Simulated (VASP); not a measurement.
# GdN (Fm-3m) in VASP: single point with PBEsol+U

Aim: the single point of GdN with PBEsol+U.

Program: VASP 6.6.1. These are calculated values, not measurements. Logs are shortened: lines on timing, memory, paths and dates and some standing lists are left out, and cuts for length are marked.

## (1) The cell of the first run

The structure is cubic, space group Fm-3m (No. 225). Conventional cell: a = 4.999 Å, b = 4.999 Å, c = 4.999 Å, α = 90.00°, β = 90.00°, γ = 90.00°. Within 3.3 Å of Gd (site symmetry m-3m) lie 6 N at 2.50 Å. Within 3.3 Å of N (site symmetry m-3m) lie 6 Gd at 2.50 Å.

## (2) Single point, PBEsol+U, collinear spin, ferromagnetic start

File INCAR:

```
PREC = Accurate
ENCUT = 520
EDIFF = 1E-6
ISMEAR = 0
SIGMA = 0.05
LREAL = False
LASPH = True
NELM = 150
ALGO = Normal
ISIF = 2
LWAVE = False
LCHARG = True
ISPIN = 2
MAGMOM = 7 0
LORBIT = 11
LMAXMIX = 6
LDAU = True
LDAUTYPE = 2
LDAUL = 3 -1
LDAUU = 6 0
LDAUJ = 0 0
LDAUPRINT = 1
GGA = PS
LELF = True
LVHAR = True
ISYM = 0
NBANDS = 22
```

File KPOINTS:

```
regular mesh
0
Gamma
  8 8 8
```

File POSCAR:

```
GdN
1.0
    0.0000000000      2.4994985661      2.4994985661
    2.4994985661      0.0000000000      2.4994985661
    2.4994985661      2.4994985661      0.0000000000
Gd N
1 1
Direct
    0.5000000000      0.5000000000      0.5000000000
    0.0000000000      0.0000000000      0.0000000000
```

Potentials or basis: VASP PAW PBE potentials, release 64 (Gd, N).

Launch:

```console
$ cat potpaw_PBE.64/Gd/POTCAR potpaw_PBE.64/N/POTCAR > POTCAR
$ mpirun -np 1 vasp_std > vasp.out
```

OUTCAR:

```text
PREC = Accurate
   ENCUT = 520
   EDIFF = 1E-6
   ISMEAR = 0
   LREAL = False
   LASPH = True
   NELM = 150
   ISIF = 2
   ISPIN = 2
   LORBIT = 11
   GGA = PS
   ISYM = 0

 ion  position               nearest neighbor table
   1  0.500  0.500  0.500-   2 2.50   2 2.50   2 2.50   2 2.50   2 2.50   2 2.50
   2  0.000  0.000  0.000-   1 2.50   1 2.50   1 2.50   1 2.50   1 2.50   1 2.50

IMPORTANT INFORMATION: All symmetrisations will be switched off!
NOSYMM: (Re-)initialisation of all symmetry stuff for point group C_1.

----------------------------------------------------------------------------------------

                                     Primitive cell

  volume of cell :      31.2312

  direct lattice vectors                    reciprocal lattice vectors
     0.000000000  2.499498566  2.499498566    -0.200040123  0.200040123  0.200040123
     2.499498566  0.000000000  2.499498566     0.200040123 -0.200040123  0.200040123
     2.499498566  2.499498566  0.000000000     0.200040123  0.200040123 -0.200040123

  length of vectors
     3.534824771  3.534824771  3.534824771     0.346479656  0.346479656  0.346479656

  position of ions in fractional coordinates (direct lattice)
     0.500000000  0.500000000  0.500000000
     0.000000000  0.000000000  0.000000000

  ion indices of the primitive-cell ions
   primitive index   ion index
                 1           1
                 2           2

----------------------------------------------------------------------------------------

 KPOINTS: regular mesh

Automatic generation of k-mesh.
 Grid dimensions read from file:
 generate k-points for:    8    8    8

 Generating k-lattice:

  Cartesian coordinates                     Fractional coordinates (reciprocal lattice)
    -0.025005015  0.025005015  0.025005015     0.125000000  0.000000000  0.000000000
     0.025005015 -0.025005015  0.025005015     0.000000000  0.125000000  0.000000000
     0.025005015  0.025005015 -0.025005015     0.000000000  0.000000000  0.125000000

  Length of vectors
     0.043309957  0.043309957  0.043309957

  Shift w.r.t. Gamma in fractional coordinates (k-lattice)
     0.000000000  0.000000000  0.000000000

 Subroutine IBZKPT returns following result:
 ===========================================

 Found    260 irreducible k-points:

 Following reciprocal coordinates:
            Coordinates               Weight
  0.000000  0.000000  0.000000      1.000000
  0.125000  0.000000  0.000000      2.000000
  0.000000  0.125000  0.000000      2.000000
  0.000000  0.000000  0.125000      2.000000
  0.125000  0.125000  0.125000      2.000000
  0.250000  0.000000  0.000000      2.000000
[... 16 lines left out ...]
  0.125000  0.000000  0.250000      2.000000
  0.125000  0.125000 -0.125000      2.000000
 [... further k-points ...]
   k-points           NKPTS =    260   k-points in BZ     NKDIM =    260   number of bands    NBANDS=     22
   number of dos      NEDOS =    301   number of ions     NIONS =      2
   total plane-waves  NPLWV =  21952
   dimension x,y,z NGX =    28 NGY =   28 NGZ =   28
   dimension x,y,z NGXF=    56 NGYF=   56 NGZF=   56
   ions per type =               1   1
   NGX,Y,Z   is equivalent  to a cutoff of  13.17, 13.17, 13.17 a.u.
   NGXF,Y,Z  is equivalent  to a cutoff of  26.34, 26.34, 26.34 a.u.
 SYSTEM =  unknown system
   PREC   = accura    normal or accurate (medium, high low for compatibility)
   ISTART =      0    job   : 0-new  1-cont  2-samecut
   ICHARG =      2    charge: 1-file 2-atom 10-const
   ISPIN  =      2    spin polarized calculation?
   LNONCOLLINEAR =      F non collinear calculations
   LSORBIT =      F    spin-orbit coupling
   LASPH  =      T    aspherical Exc in radial PAW
   ENCUT  =  520.0 eV  38.22 Ry    6.18 a.u.   6.57  6.57  6.57*2*pi/ulx,y,z
   NELM   =    150;   NELMIN=  2; NELMDL= -5     # of ELM steps
   EDIFF  = 0.1E-05   stopping-criterion for ELM
   LREAL  =      F    real-space projection
   EDIFFG = 0.1E-04   stopping-criterion for IOM
   NSW    =      0    number of steps for IOM
   IBRION =     -1    ionic relax: 0-MD 1-quasi-New 2-CG
   NFREE  =      0    steps in history (QN), initial steepest desc. (CG)
   ISIF   =      2    stress and relaxation
   ISYM   =      0    0-nonsym 1-usesym 2-fastsym
   POTIM  = 0.5000    time-step for ionic-motion
   TEBEG  =    0.0;   TEEND  =   0.0 temperature during run
   PSTRESS=    0.0 pullay stress
   NELECT =      23.0000    total number of electrons
   NUPDOWN=      -1.0000    fix difference up-down
   EMIN   =  10.00;   EMAX   =-10.00  energy-range for DOS
   EFERMI =   0.00;   METHOD = LEGACY
   ISMEAR =     0;   SIGMA  =   0.05  broadening in eV -4-tet -1-fermi 0-gaus
   EFERMI_NEDOS =   21; number of points for ismear=-14 and -15
   IALGO  =     38    algorithm
   IMIX   =      4    mixing-type and parameters
     AMIX     =   0.40;   BMIX     =  1.00
     AMIX_MAG =   1.60;   BMIX_MAG =  1.00
  volume/ion in A,a.u.               =      15.62       105.38
  Fermi-wavevector in a.u.,A,eV,Ry     =   1.478386  2.793745 29.737242  2.185626
  Thomas-Fermi vector in A             =   2.592674
   LORBIT       =     11    0 simple, 1 ext, 2 COOP (PROOUT), +10 PAW based schemes
 LDA+U is selected, type is set to LDAUTYPE =  2
   angular momentum for each species LDAUL =     3   -1
   U (eV)           for each species LDAUU =   6.0  0.0
   J (eV)           for each species LDAUJ =   0.0  0.0
   GGA     = PS    functional components
   LHFCALC =     F    Hartree Fock is set to
   AEXX    =    0.0000 exact exchange contribution
   IVDW    =     0    specifies the selected vdW correction
   LEPSILON=     F    determine dielectric tensor
   LRPA    =     F    only Hartree local field effects (RPA)
 spin polarized calculation
 Gauss-broadening in eV      SIGMA  =   0.05
  energy-cutoff  :      520.00
  volume of cell :       31.23
 maximum number of plane-waves:       869
 NGX is ok and might be reduce to    28
   NGX = 13   NGY = 13   NGZ = 13

atom =   1  type =  1  l = 3

 onsite density matrix

spin component  1

  0.9916 -0.0000  0.0011  0.0000 -0.0000 -0.0000 -0.0000
 -0.0000  0.9889 -0.0000  0.0000 -0.0000  0.0000  0.0000
  0.0011 -0.0000  0.9910 -0.0000 -0.0000 -0.0000  0.0000
  0.0000  0.0000 -0.0000  0.9924 -0.0000  0.0000 -0.0000
 -0.0000 -0.0000 -0.0000 -0.0000  0.9910 -0.0000 -0.0011
 -0.0000  0.0000 -0.0000  0.0000 -0.0000  0.9902 -0.0000
 -0.0000  0.0000  0.0000 -0.0000 -0.0011 -0.0000  0.9916

spin component  2

  0.0076  0.0000  0.0033  0.0000  0.0000  0.0000 -0.0000
  0.0000  0.0004  0.0000 -0.0000 -0.0000 -0.0000  0.0000
  0.0033  0.0000  0.0059 -0.0000 -0.0000  0.0000 -0.0000
  0.0000 -0.0000 -0.0000  0.0101  0.0000 -0.0000  0.0000
  0.0000 -0.0000 -0.0000  0.0000  0.0059  0.0000 -0.0033
  0.0000 -0.0000  0.0000 -0.0000  0.0000  0.0034  0.0000
 -0.0000  0.0000 -0.0000  0.0000 -0.0033  0.0000  0.0076

 occupancies and eigenvectors

  o =  0.0004  v =  0.0000  0.0000  0.0000  0.0000  0.0000  0.0000  0.0000 -0.0000  1.0000  0.0000  0.0000  0.0000  0.0000 -0.0000      0.0000  0.0000  0.0000  0.0000  0.0000  0.0000  0.0000  0.0000  0.0000  0.0000  0.0000  0.0000  0.0000  0.0000
  o =  0.0034  v =  0.0000  0.0000  0.0000  0.0000  0.0000  0.0000  0.0000  0.1518 -0.0000 -0.1960  0.0000 -0.2821  0.9007 -0.2185      0.0000  0.0000  0.0000  0.0000  0.0000  0.0000  0.0000  0.0000  0.0000  0.0000  0.0000  0.0000  0.0000  0.0000
  o =  0.0034  v =  0.0000  0.0000  0.0000  0.0000  0.0000  0.0000  0.0000 -0.5206 -0.0000  0.6721  0.0000  0.2891  0.3789  0.2239      0.0000  0.0000  0.0000  0.0000  0.0000  0.0000  0.0000  0.0000  0.0000  0.0000  0.0000  0.0000  0.0000  0.0000
  o =  0.0034  v =  0.0000  0.0000  0.0000  0.0000  0.0000  0.0000  0.0000 -0.2845 -0.0000  0.3673  0.0000 -0.6796 -0.2127 -0.5264      0.0000  0.0000  0.0000  0.0000  0.0000  0.0000  0.0000  0.0000  0.0000  0.0000  0.0000  0.0000  0.0000  0.0000
  o =  0.0101  v =  0.0000  0.0000  0.0000  0.0000  0.0000  0.0000  0.0000 -0.6359 -0.0000 -0.4926  0.1360  0.3542 -0.0000 -0.4572      0.0000  0.0000  0.0000  0.0000  0.0000  0.0000  0.0000  0.0000  0.0000  0.0000  0.0000  0.0000  0.0000  0.0000
  o =  0.0101  v =  0.0000  0.0000  0.0000  0.0000  0.0000  0.0000  0.0000 -0.1010  0.0000 -0.0782 -0.9903  0.0338  0.0000 -0.0436      0.0000  0.0000  0.0000  0.0000  0.0000  0.0000  0.0000  0.0000  0.0000  0.0000  0.0000  0.0000  0.0000  0.0000
  o =  0.0101  v =  0.0000  0.0000  0.0000  0.0000  0.0000  0.0000  0.0000  0.4587 -0.0000  0.3553 -0.0295  0.4984  0.0000 -0.6435      0.0000  0.0000  0.0000  0.0000  0.0000  0.0000  0.0000  0.0000  0.0000  0.0000  0.0000  0.0000  0.0000  0.0000
  o =  0.9889  v = -0.0000 -1.0000  0.0000  0.0000 -0.0000  0.0000  0.0000  0.0000  0.0000  0.0000  0.0000  0.0000  0.0000  0.0000      0.0000  0.0000  0.0000  0.0000  0.0000  0.0000  0.0000  0.0000  0.0000  0.0000  0.0000  0.0000  0.0000  0.0000
  o =  0.9902  v = -0.5652  0.0000  0.7297  0.0000 -0.3041 -0.0112 -0.2355  0.0000  0.0000  0.0000  0.0000  0.0000  0.0000  0.0000      0.0000  0.0000  0.0000  0.0000  0.0000  0.0000  0.0000  0.0000  0.0000  0.0000  0.0000  0.0000  0.0000  0.0000
  o =  0.9902  v =  0.1181 -0.0000 -0.1525 -0.0000 -0.3458 -0.8783 -0.2679  0.0000  0.0000  0.0000  0.0000  0.0000  0.0000  0.0000      0.0000  0.0000  0.0000  0.0000  0.0000  0.0000  0.0000  0.0000  0.0000  0.0000  0.0000  0.0000  0.0000  0.0000
  o =  0.9902  v = -0.2039 -0.0000  0.2632  0.0000  0.6426 -0.4779  0.4978  0.0000  0.0000  0.0000  0.0000  0.0000  0.0000  0.0000      0.0000  0.0000  0.0000  0.0000  0.0000  0.0000  0.0000  0.0000  0.0000  0.0000  0.0000  0.0000  0.0000  0.0000
  o =  0.9924  v =  0.3625  0.0000  0.2808  0.8790  0.0800  0.0000 -0.1033  0.0000  0.0000  0.0000  0.0000  0.0000  0.0000  0.0000      0.0000  0.0000  0.0000  0.0000  0.0000  0.0000  0.0000  0.0000  0.0000  0.0000  0.0000  0.0000  0.0000  0.0000
  o =  0.9924  v = -0.3716  0.0000 -0.2878  0.3647 -0.4922 -0.0000  0.6354  0.0000  0.0000  0.0000  0.0000  0.0000  0.0000  0.0000      0.0000  0.0000  0.0000  0.0000  0.0000  0.0000  0.0000  0.0000  0.0000  0.0000  0.0000  0.0000  0.0000  0.0000
  o =  0.9924  v = -0.5962  0.0000 -0.4619  0.3071  0.3554  0.0000 -0.4589  0.0000  0.0000  0.0000  0.0000  0.0000  0.0000  0.0000      0.0000  0.0000  0.0000  0.0000  0.0000  0.0000  0.0000  0.0000  0.0000  0.0000  0.0000  0.0000  0.0000  0.0000

 number of electron      23.0000005 magnetization       6.9997874

 Free energy of the ion-electron system (eV)
  ---------------------------------------------------
  ext. energy  EPLUGINS =         0.00000000
  ---------------------------------------------------
  free energy    TOTEN  =       -23.63257451 eV

  energy without entropy =      -23.63222603  energy(sigma->0) =      -23.63240027

 E-fermi :   3.4956     XC(G=0): -11.7551

 val. band max:        3.4596186979   @ k =   0.1250   0.0000   0.1250
 cond. band min:       3.5128122735   @ k =   0.0000   0.3750   0.3750
 fundamental gap:      0.0531935756
 Fermi energy:         3.4955725910

 spin component 1

 k-point     1 :       0.0000    0.0000    0.0000
  band No.  band energies     occupation
      1     -40.0646      1.00000
      2     -17.0677      1.00000
      3     -17.0677      1.00000
      4     -17.0677      1.00000
      5      -9.1928      1.00000
      6      -2.6288      1.00000
[... 574 lines left out ...]
      6      -2.5907      1.00000
[... 14 lines left out ...]
     21      11.7920      0.00000
     22      16.8950      0.00000

 [... further k-points ...]

 spin component 2

 k-point     1 :       0.0000    0.0000    0.0000
  band No.  band energies     occupation
      1     -36.9542      1.00000
      2     -14.7994      1.00000
      3     -14.7994      1.00000
      4     -14.7994      1.00000
      5      -9.2313      1.00000
      6       3.2184      1.00000
[... 574 lines left out ...]
      6       1.1266      1.00000
[... 14 lines left out ...]
     21      12.5454      0.00000
     22      18.3914      0.00000

 [... further k-points ...]

------------------------ aborting loop because EDIFF is reached ----------------------------------------

  FORCE on cell =-STRESS in cart. coord.  units (eV):
  Direction    XX          YY          ZZ          XY          YZ          ZX
  --------------------------------------------------------------------------------------
  -------------------------------------------------------------------------------------
  Total       -0.8749235     -0.8748929     -0.8748835      0.0000127      0.0000223      0.0000062
  in kB      -44.8840468    -44.8824755    -44.8819946      0.0006507      0.0011452      0.0003169
  external PRESSURE =     -44.8828389 kB  Pullay stress =       0.0000000 kB

 VOLUME and BASIS-vectors are now :
 -----------------------------------------------------------------------------
  energy-cutoff  :      520.00
  volume of cell :       31.23
      direct lattice vectors                 reciprocal lattice vectors
     0.000000000  2.499498566  2.499498566    -0.200040123  0.200040123  0.200040123
     2.499498566  0.000000000  2.499498566     0.200040123 -0.200040123  0.200040123
     2.499498566  2.499498566  0.000000000     0.200040123  0.200040123 -0.200040123

 POSITION                                       TOTAL-FORCE (eV/Angst)
 -----------------------------------------------------------------------------------
      2.49950      2.49950      2.49950         0.000006     -0.000009      0.000003
      0.00000      0.00000      0.00000        -0.000006      0.000009     -0.000003
 -----------------------------------------------------------------------------------
    total drift:                                0.000004     -0.000014      0.000007

  FREE ENERGIE OF THE ION-ELECTRON SYSTEM (eV)
  ---------------------------------------------------
  free  energy   TOTEN  =       -23.6325745138 eV

  energy  without entropy=      -23.6322260294  energy(sigma->0) =      -23.63240027

 total charge

# of ion       s       p       d       f       tot
--------------------------------------------------
    1        2.032   5.647   0.542   6.970  15.192
    2        1.242   2.368   0.000   0.000   3.610
--------------------------------------------------
tot          3.274   8.015   0.542   6.970  18.802

 magnetization (x)

# of ion       s       p       d       f       tot
--------------------------------------------------
    1       -0.004  -0.076   0.070   6.891   6.881
    2       -0.009  -0.104   0.000   0.000  -0.114
--------------------------------------------------
tot         -0.014  -0.180   0.070   6.891   6.768
```

Run time: 8.8 min. Hardware: 1 thread of Intel Xeon Platinum 8259CL at 2.50GHz (Skylake/Cascade Lake), shared host; peak memory 0.42 GiB.

Results:

| Quantity | Value |
| --- | --- |
| Free energy | -23.6326 eV |
| Pressure | -4.5 GPa |
| Band gap on the k mesh | zero (filled and empty bands overlap) |
| Net moment | 7.00 μB per cell |
| Site moments | Gd +6.88; N -0.11 μB |
| Valence electrons inside the program's atomic spheres | Gd 15.19; N 3.61 |

Levels at points of the mesh, in eV from the Fermi level:
Spin up:
| k point | band 12 | band 13 | band 14 | band 15 | band 16 | band 17 | band 18 | band 19 |
| --- | --- | --- | --- | --- | --- | --- | --- | --- |
| (0.00, 0.00, 0.00) | -5.90 | 0.30 | 0.30 | 0.30 | 2.65 | 2.65 | 2.65 | 3.35 |
| (0.50, 0.00, 0.00) | -5.86 | -4.15 | -2.31 | -2.31 | 5.30 | 6.02 | 6.02 | 6.61 |
| (0.00, 0.50, 0.00) | -5.86 | -4.15 | -2.31 | -2.31 | 5.30 | 6.02 | 6.02 | 6.61 |
| (0.00, 0.00, 0.50) | -5.86 | -4.15 | -2.31 | -2.31 | 5.30 | 6.02 | 6.02 | 6.61 |
| (0.50, 0.50, 0.50) | -5.86 | -4.15 | -2.31 | -2.31 | 5.30 | 6.02 | 6.02 | 6.61 |
| (0.50, 0.50, 0.00) | -5.94 | -1.21 | -0.29 | -0.09 | -0.09 | 6.63 | 6.68 | 7.73 |
| (0.00, 0.50, 0.50) | -5.94 | -1.21 | -0.29 | -0.09 | -0.09 | 6.63 | 6.68 | 7.73 |
| (0.50, 0.00, 0.50) | -5.94 | -1.21 | -0.29 | -0.09 | -0.09 | 6.63 | 6.68 | 7.73 |
Spin down:
```csv
k point,band 4,band 5,band 6,band 7,band 8,band 9,band 10,band 11,band 12,band 13
"(0.00, 0.00, 0.00)",-18.29,-12.73,-0.28,-0.28,-0.28,3.45,3.45,3.45,3.82,4.60
"(0.50, 0.00, 0.00)",-18.40,-10.78,-3.90,-2.22,-2.22,4.56,4.96,4.96,5.27,5.27
"(0.00, 0.50, 0.00)",-18.40,-10.78,-3.90,-2.22,-2.22,4.56,4.96,4.96,5.27,5.27
"(0.00, 0.00, 0.50)",-18.40,-10.78,-3.90,-2.22,-2.22,4.56,4.96,4.96,5.27,5.27
"(0.50, 0.50, 0.50)",-18.40,-10.78,-3.90,-2.22,-2.22,4.56,4.96,4.96,5.27,5.27
"(0.50, 0.50, 0.00)",-18.72,-12.42,-0.91,-0.36,-0.36,0.33,5.02,5.06,5.17,5.17
"(0.00, 0.50, 0.50)",-18.72,-12.42,-0.91,-0.36,-0.36,0.33,5.02,5.06,5.17,5.17
"(0.50, 0.00, 0.50)",-18.72,-12.42,-0.91,-0.36,-0.36,0.33,5.02,5.06,5.17,5.17
```

Eigenvalues of the final occupation matrices:
```csv
site,spin,trace,eigenvalues
site 1 f,1,6.94,0.99 0.99 0.99 0.99 0.99 0.99 0.99
site 1 f,2,0.04,0.00 0.00 0.00 0.00 0.01 0.01 0.01
```

Caveat: the cell stands under tension; the PAW data sets were made with another functional, which shifts forces and pressure a little; spin-orbit coupling is left out, which moves the levels of the heavy elements; a cell with one magnetic atom can't hold antiferromagnetic order, which such compounds often take. The state reached can hang on the start; a lower one may exist.
